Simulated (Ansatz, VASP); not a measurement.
Two plane-wave programs on CdS

```
CELL_PARAMETERS angstrom
0.00000 2.72678 2.64197
2.72678 0.00000 2.64197
2.72678 2.72678 0.00000
ATOMIC_POSITIONS crystal
Cd 0.00000 0.00000 0.00000
S 0.50000 0.50000 0.50000
```

Change from the starting cell: uniaxial_z strain -3.1%.

Alike in both runs: task single point; functional r2SCAN; k mesh 8 × 8 × 8; occupations fermi-dirac, width 0.02 eV; no spin polarisation.

```csv
,VASP,Ansatz
version,VASP 6.6.1,Ansatz 0.2.0
potentials or method,"VASP PAW PBE potentials, release 64 (Cd, S)","plane waves, PAW"
plane-wave cutoff (eV),520,500
valence electrons in the cell,18,26
```

|  | VASP | Ansatz | Ansatz less VASP |
| --- | --- | --- | --- |
| pressure (GPa) | 3.5 | 3.0 | -0.56 |
| traceless stress, the component that is largest in VASP (GPa) | 2.28 | 2.19 | -0.095 |

VASP's potentials were made for PBE, not for r2SCAN. The functional is the same, so the differences come from potentials, cutoffs and numerics. VASP's potentials hold 18 valence electrons a cell and Ansatz's 26, so a difference there can come from the potentials and not from the codes.
